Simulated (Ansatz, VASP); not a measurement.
**Two plane-wave programs on Sc3AlN4**

Contents of INCAR:

```
SYSTEM = Sc3AlN4
ALGO = Normal ; EDIFF = 1E-7
EDIFFG = -0.005 ; ENCUT = 600
GGA = PS ; IBRION = 2
ISIF = 3 ; ISMEAR = 0
LASPH = .True. ; LCHARG = .False.
LREAL = .False. ; LWAVE = .False.
NELM = 60 ; NSW = 100
PREC = Accurate ; SIGMA = 0.02
```

Contents of KPOINTS:

```
k-points
0
Gamma
  6 6 6
  0 0 0
```

File POSCAR:

```
Sc3AlN4
1.0
    4.7324910448      0.0000000000      0.0000000000
    0.0000000000      4.7324910448      0.0000000000
    0.0000000000      0.0000000000      4.7324910448
Sc Al N
3 1 4
Direct
    0.5000000000      0.5000000000      0.0000000000
    0.5000000000      0.0000000000      0.5000000000
    0.0000000000      0.5000000000      0.5000000000
    0.0000000000      0.0000000000      0.0000000000
    0.7628195589      0.7628195589      0.2371804411
    0.7628195589      0.2371804411      0.7628195589
    0.2371804411      0.7628195589      0.7628195589
    0.2371804411      0.2371804411      0.2371804411
```

Input for Ansatz:

```yaml
crystal:
  lattice:
    - [4.7324910448, 0.0, 0.0]
    - [0.0, 4.7324910448, 0.0]
    - [0.0, 0.0, 4.7324910448]
  atoms:
    - { symbol: Sc, position: [0.5, 0.5, 0.0] }
    - { symbol: Sc, position: [0.5, 0.0, 0.5] }
    - { symbol: Sc, position: [0.0, 0.5, 0.5] }
    - { symbol: Al, position: [0.0, 0.0, 0.0] }
    - { symbol: "N", position: [0.7628195589, 0.7628195589, 0.2371804411] }
    - { symbol: "N", position: [0.7628195589, 0.2371804411, 0.7628195589] }
    - { symbol: "N", position: [0.2371804411, 0.7628195589, 0.7628195589] }
    - { symbol: "N", position: [0.2371804411, 0.2371804411, 0.2371804411] }
basis:
  ecutwfc: 420
kpoints:
  mp_grid: { grid: [6, 6, 6] }
hamiltonian:
  xc: pbesol
scf:
  occupations: { method: gaussian, width: 0.02 }
output:
  forces: true
  stress: true
  eigenvalues: true
  write_density: true
  write_potential: true
  elf: true
  volumetric_format: npy
relax:
  adjacent_minimum: "off"
  f_tol: 0.005
  max_steps: 80
  cell: { stress_tol: 0.05 }
```

Alike in both runs: task relaxation of cell and atoms; functional PBEsol; k mesh 6 × 6 × 6; occupations gaussian, width 0.02 eV; no spin polarisation.

|  | VASP | Ansatz |
| --- | --- | --- |
| version | VASP 6.6.1 | Ansatz 0.2.0 |
| potentials or method | VASP PAW PBE potentials, release 64 (Sc_sv, Al, N), cutoff 600 eV | scalar-relativistic, plane waves, PAW |
| valence electrons in the cell | 56 | 56 |

```tsv
	VASP	Ansatz	Ansatz less VASP
gap on the k mesh at the Fermi level, each at its own relaxed structure (eV)	2.46	2.47	+0.014
relaxed volume (Å³/atom)	13.25	13.21	-0.037
relaxed cell length with the largest relative difference (Å)	4.733	4.728	-0.0044
```

VASP's potentials were made for PBE, not for PBEsol.
